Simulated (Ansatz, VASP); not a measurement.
## MgO2: VASP beside Ansatz

```
Mg O
1.0
     1.60476    0.92651    3.49398
    -1.60476    0.92651    3.49398
     0.00000   -1.85302    3.49398
Mg O
1 2
Direct
  0.00000 0.00000 0.00000
  0.41925 0.41925 0.41925
  0.58075 0.58075 0.58075
```

Change from the starting cell: mode 9 (885.4 1/cm) frozen in, largest displacement -0.100 Å.

Alike in both runs: task single point; functional PBEsol; k mesh 12 × 12 × 12; occupations gaussian, width 0.05 eV; no spin polarisation.

|  | VASP | Ansatz |
| --- | --- | --- |
| version | VASP 6.6.1 | Ansatz 0.2.0 |
| potentials or method | VASP PAW PBE potentials, release 64 (Mg, O), cutoff 520 eV | scalar-relativistic, plane waves, PAW |
| valence electrons in the cell | 14 | 22 |

```csv
,VASP,Ansatz,Ansatz less VASP
gap on the k mesh at the Fermi level (eV),0.93,0.94,+0.014
least direct gap on the mesh (eV),0.93,0.94,+0.014
pressure (GPa),-5.2,-4.8,+0.40
"traceless stress, the component that is largest in VASP (GPa)",-14.66,-15.05,-0.386
rms of the force components (eV/Å),1.413,1.435,+0.0221
```

VASP's potentials were made for PBE, not for PBEsol. Atom by atom the forces differ by 0.022 eV/Å (rms over components). VASP's potentials hold 14 valence electrons a cell and Ansatz's 22, so a difference there can come from the potentials and not from the codes.
